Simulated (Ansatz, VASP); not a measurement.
**One calculation of AlNi, two programs**

File POSCAR:

```
AlNi
1.0
    1.8889618076     -1.9030859501      0.0000000000
    1.8889618076      1.9030859501      0.0000000000
    0.0000000000      0.0000000000      3.0199221205
Al Ni
1 1
Direct
    0.0000000000      0.0000000000      0.0000000000
    0.5000000000      0.5000000000      0.5000000000
```

File INCAR.step1:

```
SYSTEM = AlNi
PREC = Accurate
ENCUT = 520
ISMEAR = -1
SIGMA = 0.15
LREAL = .False.
LASPH = .True.
NELM = 150
ISPIN = 2
MAGMOM = 0 1
LMAXMIX = 4
NBANDS = 18
GGA = PE
ALGO = Normal
EDIFF = 1E-4
LWAVE = .True.
LCHARG = .False.
```

The input INCAR.step2:

```
SYSTEM = AlNi
PREC = Accurate
ENCUT = 520
EDIFF = 1E-7
ISMEAR = -1
SIGMA = 0.15
LREAL = .False.
LASPH = .True.
NELM = 150
ALGO = Normal
ISIF = 2
LWAVE = .False.
LCHARG = .False.
ISPIN = 2
MAGMOM = 0 1
LORBIT = 11
LMAXMIX = 4
METAGGA = R2SCAN
LMIXTAU = .True.
NBANDS = 18
ISTART = 1
```

The input KPOINTS:

```
regular mesh
0
Gamma
  10 10 9
  0 0 0
```

Input for Ansatz:

```yaml
crystal:
  lattice:
    - [1.8889618076236934, -1.903085950146089, 0.0]
    - [1.8889618076236934, 1.903085950146089, 0.0]
    - [0.0, 0.0, 3.019922120460013]
  atoms:
    - { symbol: Al, position: [0.0, 0.0, 0.0] }
    - { symbol: Ni, position: [0.5, 0.5, 0.5], spin: 1.0 }
basis:
  ecutwfc: 500.0
kpoints:
  mp_grid:
    grid: [10, 10, 9]
hamiltonian:
  xc: r2scan
magnetization:
  spin_polarized: true
scf:
  occupations:
    method: fermi_dirac
    width: 0.15
```

Alike in both runs: task single point; functional r2SCAN; k mesh 10 × 10 × 9; occupations fermi-dirac, width 0.15 eV; collinear spin.

|  | VASP | Ansatz |
| --- | --- | --- |
| version | VASP 6.6.1 | Ansatz 0.2.0 |
| potentials or method | VASP PAW PBE potentials, release 64 (Al, Ni), cutoff 520 eV | plane waves, PAW |
| valence electrons in the cell | 13 | 21 |

|  | VASP | Ansatz | Ansatz less VASP |
| --- | --- | --- | --- |
| net moment per atom (μB) | 0.00 | 0.00 | 0.000 |

VASP's potentials were made for PBE, not for r2SCAN. The functional is the same, so the differences come from potentials, cutoffs and numerics. VASP's potentials hold 13 valence electrons a cell and Ansatz's 21, so a difference there can come from the potentials and not from the codes. Ansatz's warnings: seeded moment not kept, stability check not made.
